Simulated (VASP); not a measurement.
**TiAl3Ni2: single point with PBE**

The system is TiAl3Ni2.

```
Ti Al Ni
1.0
     2.88002    0.00000    0.00000
     0.00000    2.88002    0.00000
     0.00000    0.00000    9.74127
Ti Al Ni
1 3 2
Direct
  0.50000 0.50000 0.00000
  0.00000 0.00000 0.79813
  0.00000 0.00000 0.20187
  0.00000 0.00000 0.50000
  0.50000 0.50000 0.35144
  0.50000 0.50000 0.64856
```

```yaml
Program: VASP 6.6.1
Task: single point
Functional: PBE
Potentials_or_basis: VASP PAW PBE potentials, release 64 (Ti_sv, Al, Ni)
Cutoff: 600 eV
k_mesh: 14 × 14 × 4
Occupations: gaussian, width 0.1 eV
Spin: no spin polarisation
Dipole_correction: no
Further_INCAR_settings: ALGO = Normal; EDIFF = 1e-06; NBANDS = 30
```

| Item | Value |
| --- | --- |
| Pressure | 0.0 GPa |
| Largest force | 0.004 eV/Å |
| Band gap on the k mesh | zero (an odd number of electrons rules out a gap without spin polarisation) |

Forces on the atoms (eV/Å):
```
Ti   0.000  0.000  0.000
Al   0.000  0.000 -0.002
Al   0.000  0.000  0.002
Al   0.000  0.000  0.000
Ni   0.000  0.000 -0.004
Ni   0.000  0.000  0.004
```

Stress tensor (GPa, compression positive):
```
 0.00  0.00  0.00
 0.00  0.00  0.00
 0.00  0.00 -0.08
```

Levels at points of the mesh, in eV from the Fermi level:
| k point | band 18 | band 19 | band 20 | band 21 | band 22 | band 23 |
| --- | --- | --- | --- | --- | --- | --- |
| (0.00, 0.00, 0.00) | -1.41 | -0.71 | -0.67 | 0.88 | 1.78 | 1.78 |
| (0.50, 0.00, 0.00) | -1.85 | -1.57 | -0.74 | -0.71 | -0.40 | 1.63 |
| (0.50, 0.50, 0.00) | -0.94 | -0.93 | 0.24 | 1.06 | 1.06 | 1.68 |
| (0.00, 0.00, 0.50) | -1.41 | -0.71 | -0.09 | 0.42 | 1.78 | 1.78 |
| (0.50, 0.00, 0.50) | -1.82 | -1.57 | -1.12 | -0.61 | -0.39 | 1.54 |
| (0.50, 0.50, 0.50) | -0.39 | -0.39 | -0.21 | -0.21 | 0.39 | 1.64 |

It took 6.6 min on 1 thread of Oxide Virtual Turin-like Processor (shared host), peak memory 0.39 GiB.

Spin polarisation is off, so any magnetic state and its effect on volume and gap are missing.
